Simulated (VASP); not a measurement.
# K (Im-3m) in VASP: a series of runs

Runs on K. Level: PBE. Tasks: single point.

All numbers are computed with VASP 6.6.1; they aren't measurements. Logs are shortened: lines on timing, memory, paths and dates and some standing lists are left out, and cuts for length are marked.

## Step 1: The cell of the first run

Symmetry: Im-3m, No. 229, cubic system. The conventional cell has a = 4.193 Å, b = 4.193 Å, c = 4.193 Å, α = 90.00°, β = 90.00°, γ = 90.00°. K (site symmetry m-3m) has 14 K at 3.63 to 4.19 Å within 4.8 Å.

## Step 2: Single point, PBE (volume scaled by 0.5)

INCAR reads:

```
SYSTEM = K
  ALGO = Normal
  EDIFF = 1E-6
  ENCUT = 520
  GGA = PE
  ISIF = 2
  ISMEAR = -1
  LASPH = .True.
  LCHARG = .True.
  LELF = .True.
  LREAL = .False.
  LVHAR = .True.
  LWAVE = .False.
  NBANDS = 10
  NELM = 60
  PREC = Accurate
  SIGMA = 0.1
```

KPOINTS reads:

```
k-points
0
Gamma
  10 10 10
  0 0 0
```

POSCAR reads:

```
K
1.0
   -2.0967258123      2.0967258123      2.0967258123
    2.0967258123     -2.0967258123      2.0967258123
    2.0967258123      2.0967258123     -2.0967258123
K
1
Direct
    0.0000000000      0.0000000000      0.0000000000
```

Potentials or basis: VASP PAW PBE potentials, release 64 (K_sv).

Run with:

```console
$ cat potpaw_PBE.64/K_sv/POTCAR > POTCAR
$ mpirun -np 1 vasp_std > vasp.out
```

OUTCAR:

```text
SYSTEM = K
   EDIFF = 1E-6
   ENCUT = 520
   GGA = PE
   ISIF = 2
   ISMEAR = -1
   LASPH = .True.
   LREAL = .False.
   NELM = 60
   PREC = Accurate

 ion  position               nearest neighbor table
   1  0.000  0.000  0.000-

  LATTYP: Found a body centered cubic cell.
 ALAT       =     4.1934516246

  Lattice vectors:

 A1 = (  -2.0967258123,   2.0967258123,   2.0967258123)
 A2 = (   2.0967258123,  -2.0967258123,   2.0967258123)
 A3 = (   2.0967258123,   2.0967258123,  -2.0967258123)

Analysis of symmetry for initial positions (statically):
=====================================================================
 Subroutine PRICEL returns:
 Original cell was already a primitive cell.

 Routine SETGRP: Setting up the symmetry group for a
 body centered cubic supercell.

 Subroutine GETGRP returns: Found 48 space group operations
 (whereof 48 operations were pure point group operations)
 out of a pool of 48 trial point group operations.

The static configuration has the point symmetry O_h .

Analysis of symmetry for dynamics (positions and initial velocities):
=====================================================================
 Subroutine PRICEL returns:
 Original cell was already a primitive cell.

 Routine SETGRP: Setting up the symmetry group for a
 body centered cubic supercell.

 Subroutine GETGRP returns: Found 48 space group operations
 (whereof 48 operations were pure point group operations)
 out of a pool of 48 trial point group operations.

The dynamic configuration has the point symmetry O_h .

 Subroutine INISYM returns: Found 48 space group operations
 (whereof 48 operations are pure point group operations),
 and found     1 'primitive' translations

----------------------------------------------------------------------------------------

                                     Primitive cell

  volume of cell :      36.8710

  direct lattice vectors                    reciprocal lattice vectors
    -2.096725812  2.096725812  2.096725812     0.000000000  0.238467041  0.238467041
     2.096725812 -2.096725812  2.096725812     0.238467041  0.000000000  0.238467041
     2.096725812  2.096725812 -2.096725812     0.238467041  0.238467041  0.000000000

  length of vectors
     3.631635636  3.631635636  3.631635636     0.337243323  0.337243323  0.337243323

  position of ions in fractional coordinates (direct lattice)
     0.000000000  0.000000000  0.000000000

[... 73 lines left out ...]
   ENCUT  =  520.0 eV  38.22 Ry    6.18 a.u.   6.75  6.75  6.75*2*pi/ulx,y,z
   NELM   =     60;   NELMIN=  2; NELMDL= -5     # of ELM steps
   EDIFF  = 0.1E-05   stopping-criterion for ELM
   LREAL  =      F    real-space projection
   EDIFFG = 0.1E-04   stopping-criterion for IOM
   NSW    =      0    number of steps for IOM
   IBRION =     -1    ionic relax: 0-MD 1-quasi-New 2-CG
   NFREE  =      0    steps in history (QN), initial steepest desc. (CG)
   ISIF   =      2    stress and relaxation
   ISYM   =      2    0-nonsym 1-usesym 2-fastsym
   POTIM  = 0.5000    time-step for ionic-motion
   TEBEG  =    0.0;   TEEND  =   0.0 temperature during run
   PSTRESS=    0.0 pullay stress
   NELECT =       9.0000    total number of electrons
   NUPDOWN=      -1.0000    fix difference up-down
   EMIN   =  10.00;   EMAX   =-10.00  energy-range for DOS
   EFERMI =   0.00;   METHOD = LEGACY
   ISMEAR =    -1;   SIGMA  =   0.10  broadening in eV -4-tet -1-fermi 0-gaus
   EFERMI_NEDOS =   21; number of points for ismear=-14 and -15
   IALGO  =     38    algorithm
   IMIX   =      4    mixing-type and parameters
     AMIX     =   0.40;   BMIX     =  1.00
     AMIX_MAG =   1.60;   BMIX_MAG =  1.00
  volume/ion in A,a.u.               =      36.87       248.82
  Fermi-wavevector in a.u.,A,eV,Ry     =   1.023122  1.933420 14.242284  1.046778
  Thomas-Fermi vector in A             =   2.156838
   LORBIT       =      0    0 simple, 1 ext, 2 COOP (PROOUT), +10 PAW based schemes
   GGA     = PE    functional components
   LHFCALC =     F    Hartree Fock is set to
   AEXX    =    0.0000 exact exchange contribution
   IVDW    =     0    specifies the selected vdW correction
   LEPSILON=     F    determine dielectric tensor
   LRPA    =     F    only Hartree local field effects (RPA)
 non-spin polarized calculation
  energy-cutoff  :      520.00
  volume of cell :       36.87
 maximum number of plane-waves:      1004
   NGX = 13   NGY = 13   NGZ = 13

 number of electron       8.9999999 magnetization

 Free energy of the ion-electron system (eV)
  ---------------------------------------------------
  ext. energy  EPLUGINS =         0.00000000
  ---------------------------------------------------
  free energy    TOTEN  =        -0.45867159 eV

  energy without entropy =       -0.42918136  energy(sigma->0) =       -0.44392648

 E-fermi :   2.1692     XC(G=0):  -7.6467

 val. band max:        2.0865990893   @ k =   0.3000   0.1000   0.1000
 cond. band min:       2.1882523600   @ k =  -0.3000   0.4000   0.2000
 fundamental gap:      0.1016532707
 Fermi energy:         2.1691849952

 k-point     1 :       0.0000    0.0000    0.0000
  band No.  band energies     occupation
      1     -30.0334      2.00000
      2     -13.2527      2.00000
      3     -13.2527      2.00000
      4     -13.2527      2.00000
      5      -1.0845      2.00000
      6       6.8086      0.00000
      7       6.8086      0.00000
      8       6.8086      0.00000
      9       8.3165      0.00000
     10       8.3165      0.00000
[... 287 lines left out ...]
 k-point    24 :      -0.3000    0.3000    0.1000
  band No.  band energies     occupation
      1     -29.9732      2.00000
      2     -13.6504      2.00000
      3     -13.3893      2.00000
      4     -13.3004      2.00000
      5       0.9101      1.99999
      6       4.7882      0.00000
      7       5.7362      0.00000
      8       7.2875      0.00000
      9       8.5822      0.00000
     10       9.0374      0.00000

 [... further k-points ...]
[... 5 lines left out ...]
  --------------------------------------------------------------------------------------
  -------------------------------------------------------------------------------------
  Total        2.0508116      2.0508116      2.0508116      0.0000000      0.0000000      0.0000000
  in kB       89.1151261     89.1151261     89.1151261      0.0000000      0.0000000      0.0000000
  external PRESSURE =      89.1151261 kB  Pullay stress =       0.0000000 kB

 VOLUME and BASIS-vectors are now :
 -----------------------------------------------------------------------------
  energy-cutoff  :      520.00
  volume of cell :       36.87
      direct lattice vectors                 reciprocal lattice vectors
    -2.096725812  2.096725812  2.096725812     0.000000000  0.238467041  0.238467041
     2.096725812 -2.096725812  2.096725812     0.238467041  0.000000000  0.238467041
     2.096725812  2.096725812 -2.096725812     0.238467041  0.238467041  0.000000000

 POSITION                                       TOTAL-FORCE (eV/Angst)
 -----------------------------------------------------------------------------------
      0.00000      0.00000      0.00000         0.000000      0.000000      0.000000
 -----------------------------------------------------------------------------------
    total drift:                                0.000000     -0.000000     -0.000000

  FREE ENERGIE OF THE ION-ELECTRON SYSTEM (eV)
  ---------------------------------------------------
  free  energy   TOTEN  =        -0.4586715940 eV

  energy  without entropy=       -0.4291813576  energy(sigma->0) =       -0.44392648
```

stdout:

```text
POSCAR found type information on POSCAR K
 POSCAR found :  1 types and       1 ions
 scaLAPACK will be used
 LDA part: xc-table for (Slater+PW92), standard interpolation
 POSCAR, INCAR and KPOINTS ok, starting setup
 FFT: planning ... GRIDC
 FFT: planning ... GRID_SOFT
 FFT: planning ... GRID
 WAVECAR not read
 entering main loop
```

It took 13 s on 1 thread of Intel Xeon Platinum 8259CL at 2.50GHz (Skylake/Cascade Lake), shared host; peak memory 0.16 GiB.

What came out:

* Free energy: -0.4587 eV
* Pressure: 8.9 GPa

Levels at points of the mesh, in eV from the Fermi level:
```
           k point  band 1  band 2  band 3  band 4  band 5  band 6  band 7  band 8
(0.00, 0.00, 0.00)  -32.20  -15.42  -15.42  -15.42   -3.25    4.64    4.64    4.64
(0.50, 0.00, 0.00)  -32.12  -16.03  -15.60  -15.43    0.04    1.48    2.94    6.19
(0.50, 0.50, 0.50)  -32.06  -15.82  -15.82  -15.82    0.74    0.74    6.05    6.05
```

## Step 3: Single point, PBE (volume scaled by 0.5)

INCAR reads:

```
PREC = Accurate
ENCUT = 520
EDIFF = 1E-7
ISMEAR = -1
SIGMA = 0.1
LREAL = F
LASPH = T
NELM = 80
ALGO = Normal
ISIF = 2
LWAVE = F
LCHARG = F
GGA = PE
NBANDS = 10
```

KPOINTS reads:

```
Automatic mesh
0
Gamma
  10 10 10
```

POSCAR is that of step 2.

Potentials or basis: VASP PAW PBE potentials, release 64 (K_sv).

Run with:

```console
$ cat potpaw_PBE.64/K_sv/POTCAR > POTCAR
$ mpirun -np 1 vasp_std > vasp.out
```

OUTCAR:

```text
PREC = Accurate
   ENCUT = 520
   EDIFF = 1E-7
   ISMEAR = -1
   LREAL = F
   LASPH = T
   NELM = 80
   ISIF = 2
   GGA = PE

 ion  position               nearest neighbor table
   1  0.000  0.000  0.000-

  LATTYP: Found a body centered cubic cell.
 ALAT       =     4.1934516246

  Lattice vectors:

 A1 = (  -2.0967258123,   2.0967258123,   2.0967258123)
 A2 = (   2.0967258123,  -2.0967258123,   2.0967258123)
 A3 = (   2.0967258123,   2.0967258123,  -2.0967258123)

Analysis of symmetry for initial positions (statically):
=====================================================================
 Subroutine PRICEL returns:
 Original cell was already a primitive cell.

 Routine SETGRP: Setting up the symmetry group for a
 body centered cubic supercell.

 Subroutine GETGRP returns: Found 48 space group operations
 (whereof 48 operations were pure point group operations)
 out of a pool of 48 trial point group operations.

The static configuration has the point symmetry O_h .

Analysis of symmetry for dynamics (positions and initial velocities):
=====================================================================
 Subroutine PRICEL returns:
 Original cell was already a primitive cell.

 Routine SETGRP: Setting up the symmetry group for a
 body centered cubic supercell.

 Subroutine GETGRP returns: Found 48 space group operations
 (whereof 48 operations were pure point group operations)
 out of a pool of 48 trial point group operations.

The dynamic configuration has the point symmetry O_h .

 Subroutine INISYM returns: Found 48 space group operations
 (whereof 48 operations are pure point group operations),
 and found     1 'primitive' translations

----------------------------------------------------------------------------------------

                                     Primitive cell
[... 105 lines left out ...]
   EFERMI_NEDOS =   21; number of points for ismear=-14 and -15
   IALGO  =     38    algorithm
   IMIX   =      4    mixing-type and parameters
     AMIX     =   0.40;   BMIX     =  1.00
     AMIX_MAG =   1.60;   BMIX_MAG =  1.00
  volume/ion in A,a.u.               =      36.87       248.82
  Fermi-wavevector in a.u.,A,eV,Ry     =   1.023122  1.933420 14.242284  1.046778
  Thomas-Fermi vector in A             =   2.156838
   LORBIT       =      0    0 simple, 1 ext, 2 COOP (PROOUT), +10 PAW based schemes
   GGA     = PE    functional components
   LHFCALC =     F    Hartree Fock is set to
   AEXX    =    0.0000 exact exchange contribution
   IVDW    =     0    specifies the selected vdW correction
   LEPSILON=     F    determine dielectric tensor
   LRPA    =     F    only Hartree local field effects (RPA)
 non-spin polarized calculation
  energy-cutoff  :      520.00
  volume of cell :       36.87
 maximum number of plane-waves:      1004
   NGX = 13   NGY = 13   NGZ = 13

 number of electron       8.9999999 magnetization

 Free energy of the ion-electron system (eV)
  ---------------------------------------------------
  ext. energy  EPLUGINS =         0.00000000
  ---------------------------------------------------
  free energy    TOTEN  =        -0.45867168 eV

  energy without entropy =       -0.42918150  energy(sigma->0) =       -0.44392659

 E-fermi :   2.1691     XC(G=0):  -7.6467

 val. band max:        2.0865510776   @ k =   0.3000   0.1000   0.1000
 cond. band min:       2.1882031528   @ k =  -0.3000   0.4000   0.2000
 fundamental gap:      0.1016520752
 Fermi energy:         2.1691373667

 k-point     1 :       0.0000    0.0000    0.0000
  band No.  band energies     occupation
      1     -30.0335      2.00000
      2     -13.2528      2.00000
      3     -13.2528      2.00000
      4     -13.2528      2.00000
      5      -1.0845      2.00000
      6       6.8086      0.00000
      7       6.8086      0.00000
      8       6.8086      0.00000
      9       8.3164      0.00000
     10       8.3164      0.00000
[... 287 lines left out ...]
 k-point    24 :      -0.3000    0.3000    0.1000
  band No.  band energies     occupation
      1     -29.9733      2.00000
      2     -13.6505      2.00000
      3     -13.3894      2.00000
      4     -13.3004      2.00000
      5       0.9101      1.99999
      6       4.7881      0.00000
      7       5.7361      0.00000
      8       7.2875      0.00000
      9       8.5821      0.00000
     10       9.0373      0.00000

 [... further k-points ...]
[... 5 lines left out ...]
  --------------------------------------------------------------------------------------
  -------------------------------------------------------------------------------------
  Total        2.0515726      2.0515726      2.0515726      0.0000000      0.0000000      0.0000000
  in kB       89.1481971     89.1481971     89.1481971      0.0000000      0.0000000      0.0000000
  external PRESSURE =      89.1481971 kB  Pullay stress =       0.0000000 kB

 VOLUME and BASIS-vectors are now :
 -----------------------------------------------------------------------------
  energy-cutoff  :      520.00
  volume of cell :       36.87
      direct lattice vectors                 reciprocal lattice vectors
    -2.096725812  2.096725812  2.096725812     0.000000000  0.238467041  0.238467041
     2.096725812 -2.096725812  2.096725812     0.238467041  0.000000000  0.238467041
     2.096725812  2.096725812 -2.096725812     0.238467041  0.238467041  0.000000000

 POSITION                                       TOTAL-FORCE (eV/Angst)
 -----------------------------------------------------------------------------------
      0.00000      0.00000      0.00000         0.000000     -0.000000     -0.000000
 -----------------------------------------------------------------------------------
    total drift:                                0.000000     -0.000000     -0.000000

  FREE ENERGIE OF THE ION-ELECTRON SYSTEM (eV)
  ---------------------------------------------------
  free  energy   TOTEN  =        -0.4586716812 eV

  energy  without entropy=       -0.4291814995  energy(sigma->0) =       -0.44392659
```

stdout:

```text
POSCAR found type information on POSCAR K
 POSCAR found :  1 types and       1 ions
 scaLAPACK will be used
 LDA part: xc-table for (Slater+PW92), standard interpolation
 POSCAR, INCAR and KPOINTS ok, starting setup
 FFT: planning ... GRIDC
 FFT: planning ... GRID_SOFT
 FFT: planning ... GRID
 WAVECAR not read
 entering main loop
```

Run time: 13 s. Hardware: 1 thread of Intel Xeon Platinum 8259CL at 2.50GHz (Skylake/Cascade Lake), shared host; peak memory 0.15 GiB.

Results:

* Free energy: -0.4587 eV
* Pressure: 8.9 GPa

## Step 4: Single point, PBE (volume scaled by 0.6)

INCAR reads:

```
  ALGO = Normal
  EDIFF = 1E-6
  ENCUT = 520
  GGA = PE
  ISIF = 2
  ISMEAR = -1
  LASPH = True
  LCHARG = False
  LREAL = False
  LWAVE = False
  NBANDS = 10
  NELM = 60
  PREC = Accurate
  SIGMA = 0.1
```

KPOINTS reads:

```
k-points
0
Gamma
  10 10 10
```

POSCAR reads:

```
K
1.0
   -2.2281036517      2.2281036517      2.2281036517
    2.2281036517     -2.2281036517      2.2281036517
    2.2281036517      2.2281036517     -2.2281036517
K
1
Direct
    0.0000000000      0.0000000000      0.0000000000
```

Run with:

```console
$ cat potpaw_PBE.64/K_sv/POTCAR > POTCAR
$ mpirun -np 1 vasp_std > vasp.out
```

It took 14 s on 1 thread of Intel Xeon Platinum 8259CL at 2.50GHz (Skylake/Cascade Lake), shared host; peak memory 0.17 GiB.

The run converged. Its results:

```
Free energy : -0.7642 eV
Pressure    : 4.8 GPa
```

Levels at points of the mesh, in eV from the Fermi level:
| k point | band 2 | band 3 | band 4 | band 5 | band 6 | band 7 |
| --- | --- | --- | --- | --- | --- | --- |
| (0.00, 0.00, 0.00) | -15.40 | -15.40 | -15.40 | -2.96 | 4.63 | 4.63 |
| (0.50, 0.00, 0.00) | -15.76 | -15.51 | -15.41 | 0.24 | 1.14 | 3.11 |
| (0.50, 0.50, 0.50) | -15.64 | -15.64 | -15.64 | 1.12 | 1.12 | 5.20 |

## Step 5: Single point, PBE (volume scaled by 0.6)

INCAR reads:

```
SYSTEM = K
ALGO = Normal
EDIFF = 1E-7
ENCUT = 520
GGA = PE
ISIF = 2
ISMEAR = -1
LASPH = .TRUE.
LCHARG = .TRUE.
LELF = .TRUE.
LREAL = .FALSE.
LVHAR = .TRUE.
LWAVE = .FALSE.
NBANDS = 10
NELM = 60
PREC = Accurate
SIGMA = 0.1
```

KPOINTS reads:

```
k-points
0
G
  10 10 10
  0 0 0
```

POSCAR is that of step 4.

Run with:

```console
$ cat potpaw_PBE.64/K_sv/POTCAR > POTCAR
$ mpirun -np 1 vasp_std > vasp.out
```

It took 18 s on 1 thread of Intel Xeon Platinum 8259CL at 2.50GHz (Skylake/Cascade Lake), shared host; peak memory 0.17 GiB.

It converged, with:

```
Free energy : -0.7642 eV
Pressure    : 4.8 GPa
```

Levels at points of the mesh, in eV from the Fermi level:
| k point | band 1 | band 2 | band 3 | band 4 | band 5 | band 6 | band 7 | band 8 |
| --- | --- | --- | --- | --- | --- | --- | --- | --- |
| (0.00, 0.00, 0.00) | -32.07 | -15.40 | -15.40 | -15.40 | -2.96 | 4.63 | 4.63 | 4.63 |
| (0.50, 0.00, 0.00) | -32.03 | -15.76 | -15.51 | -15.41 | 0.24 | 1.14 | 3.11 | 5.87 |
| (0.50, 0.50, 0.50) | -32.00 | -15.64 | -15.64 | -15.64 | 1.12 | 1.12 | 5.20 | 5.20 |
